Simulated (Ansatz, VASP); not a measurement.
TaAgS2 in VASP and in Ansatz

File INCAR:

```
  ALGO = Normal
  EDIFF = 1E-6
  EDIFFG = -0.04
  ENCUT = 600
  GGA = PE
  IBRION = 2
  ISIF = 3
  ISMEAR = 0
  LASPH = True
  LCHARG = False
  LREAL = False
  LWAVE = False
  NELM = 100
  NSW = 90
  PREC = Accurate
  SIGMA = 0.1
```

The input KPOINTS:

```
k-points
0
Gamma
  4 4 4
```

The input POSCAR:

```
TaAgS2
1.0
    4.2890565400      0.0000000000      0.0000000000
    0.0000000000      4.2890565400      0.0000000000
    0.0000000000      0.0000000000      6.0656419300
Ta Ag S
1 1 2
Direct
    0.0000000000      0.0000000000      0.0000000000
    0.5000000000      0.5000000000      0.5000000000
    0.5000000000      0.0000000000      0.7500000000
    0.0000000000      0.5000000000      0.2500000000
```

Input for Ansatz:

```yaml
crystal:
  lattice:
    - [4.28905654, 0.0, 0.0]
    - [0.0, 4.28905654, 0.0]
    - [0.0, 0.0, 6.06564193]
  atoms:
    - { symbol: Ta, position: [0.0, 0.0, 0.0] }
    - { symbol: Ag, position: [0.5, 0.5, 0.5] }
    - { symbol: S, position: [0.5, 0.0, 0.75] }
    - { symbol: S, position: [0.0, 0.5, 0.25] }
basis:
  ecutwfc: 420
kpoints:
  mp_grid: { grid: [4, 4, 4] }
hamiltonian:
  xc: pbe
scf:
  occupations: { method: gaussian, width: 0.1 }
  lower_state_search: "off"
output:
  forces: true
  stress: true
  eigenvalues: true
relax:
  adjacent_minimum: "off"
  f_tol: 0.04
  max_steps: 70
  cell: { stress_tol: 0.4 }
```

Change from the starting cell: ordered mixture with vacancies on the cation sites of antifluorite (P-4m2, No. 115).

Alike in both runs: task relaxation of cell and atoms; functional PBE; k mesh 4 × 4 × 4; occupations gaussian, width 0.1 eV; no spin polarisation.

```csv
,VASP,Ansatz
version,VASP 6.6.1,Ansatz 0.2.0
potentials or method,"VASP PAW PBE potentials, release 64 (Ta_pv, Ag, S), cutoff 600 eV","scalar-relativistic, plane waves, PAW"
valence electrons in the cell,34,44
```

```csv
,VASP,Ansatz,Ansatz less VASP
"gap on the k mesh at the Fermi level, each at its own relaxed structure (eV)",none,none,-
relaxed volume (Å³/atom),21.31,21.38,+0.074
relaxed cell length with the largest relative difference (Å),7.235,7.205,-0.0303
```

A gap of «none» marks a metal or a gap that the smearing closes. VASP's potentials hold 34 valence electrons a cell and Ansatz's 44, so a difference there can come from the potentials and not from the codes.

The k mesh is coarse, so the values compare programs but aren't converged. Neither program's run includes spin-orbit coupling. Noted on VASP's run: the volume moved by over 15 % at a fixed basis, so the end points are rough.
